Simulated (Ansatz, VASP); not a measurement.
CdSe in VASP and in Ansatz

```
CELL_PARAMETERS angstrom
0.00000 3.06778 3.06778
3.06778 0.00000 3.06778
3.06778 3.06778 0.00000
ATOMIC_POSITIONS crystal
Cd 0.00000 0.00000 0.00000
Se 0.25000 0.25000 0.25000
```

Alike in both runs: task single point; functional PBE; k mesh 8 × 8 × 8; occupations fermi-dirac, width 0.02 eV; non-collinear spin, spin-orbit coupling.

```csv
,VASP,Ansatz
version,VASP 6.6.1,Ansatz 0.2.0
potentials or method,"VASP PAW PBE potentials, release 64 (Cd, Se)","plane waves, PAW"
plane-wave cutoff (eV),520,420
valence electrons in the cell,18,36
```

VASP gave:

```
pressure (GPa)           : 1.7
net moment per atom (μB) : 0.00
```

Question: Which values does Ansatz return?

Answer: Pressure (GPa): 1.4; net moment per atom (μB): 0.00.

VASP's potentials hold 18 valence electrons a cell and Ansatz's 36, so a difference there can come from the potentials and not from the codes.
